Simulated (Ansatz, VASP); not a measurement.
PbF2: VASP beside Ansatz

```
Pb F
1.0
     0.00000    2.96366    2.96366
     2.96366    0.00000    2.96366
     2.96366    2.96366    0.00000
Pb F
1 2
Cartesian
  0.0000 0.0000 0.0000
  4.4455 4.4455 4.4455
  1.4818 1.4818 1.4818
```

Alike in both runs: task relaxation of cell and atoms; functional PBEsol; dispersion D4; k mesh 8 × 8 × 8; occupations fermi-dirac, width 0.05 eV; no spin polarisation.

```csv
,VASP,Ansatz
version,VASP 6.6.1,Ansatz 0.2.0
potentials or method,"VASP PAW PBE potentials, release 64 (Pb_d, F)",Ansatz PAW
plane-wave cutoff (eV),600,420
valence electrons in the cell,28,28
```

|  | VASP | Ansatz | Ansatz less VASP |
| --- | --- | --- | --- |
| gap on the k mesh at the Fermi level, each at its own relaxed structure (eV) | 4.30 | 4.30 | +0.005 |
| relaxed volume (Å³/atom) | 16.90 | 16.96 | +0.052 |
| relaxed length of the cell vector where the two differ most in proportion (Å) | 4.155 | 4.159 | +0.0042 |

VASP's potentials were made for PBE, not for PBEsol.

Spin-orbit coupling is off throughout. Noted on Ansatz's run: the plane-wave basis is chosen anew once the cell has moved, so the energies of steps on either side of that aren't comparable.
